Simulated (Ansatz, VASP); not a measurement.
Given: the input of a run of VASP 6.6.1 on SrO.

INCAR

```
SYSTEM = SrO
ALGO = Normal
EDIFF = 1E-6
ENCUT = 520
GGA = PE
ISIF = 2
ISMEAR = -1
LASPH = .True.
LCHARG = .False.
LREAL = .False.
LWAVE = .False.
NBANDS = 15
NELM = 100
PREC = Accurate
SIGMA = 0.05
```

Contents of KPOINTS:

```
k-points
0
Gamma
  9 9 9
  0 0 0
```

Contents of POSCAR:

```
SrO
1.0
    0.0000000000      2.6166323862      2.6166323862
    2.6166323862      0.0000000000      2.6166323862
    2.6166323862      2.6166323862      0.0000000000
Sr O
1 1
Direct
    0.5000000000      0.5000000000      0.5000000000
    0.0000000000      0.0000000000      0.0000000000
```

Potentials or basis: VASP PAW PBE potentials, release 64 (Sr_sv, O).

Launch:

```console
$ cat potpaw_PBE.64/Sr_sv/POTCAR potpaw_PBE.64/O/POTCAR > POTCAR
$ mpirun -np 1 vasp_std > vasp.out
```

Translate it to Ansatz 0.2.0. Potentials there: all-electron LAPW, scalar-relativistic.

As run (the cutoff follows the program's own potentials):

input.yaml

```yaml
crystal:
  lattice:
    - [0.0, 2.6166323862, 2.6166323862]
    - [2.6166323862, 0.0, 2.6166323862]
    - [2.6166323862, 2.6166323862, 0.0]
  atoms:
    - { symbol: Sr, position: [0.5, 0.5, 0.5] }
    - { symbol: O, position: [0.0, 0.0, 0.0] }
kpoints:
  mp_grid: { grid: [9, 9, 9] }
scf:
  occupations: { method: fermi_dirac, width: 0.05 }
hamiltonian:
  xc: pbe
  pseudopotentials: { kind: all_electron, lapw: { basis_error: 0.0005 } }
output:
  forces: true
  stress: true
  eigenvalues: true
```

Potentials or basis: all-electron LAPW, scalar-relativistic.

Command:

```console
$ ansatz run input.yaml --threads 1 --pin off --max-ram 3072MiB --backend cpu --events-out ev --progress --plain --runs-dir out
```

Both were run:

|  | VASP | Ansatz | Ansatz less VASP |
| --- | --- | --- | --- |
| gap on the k mesh at the Fermi level (eV) | 3.34 | 3.39 | +0.041 |
| least direct gap on the mesh (eV) | 3.47 | 3.50 | +0.032 |
| pressure (GPa) | -1.3 | -1.8 | -0.46 |

Ansatz ran all-electron here, and VASP with PAW potentials.
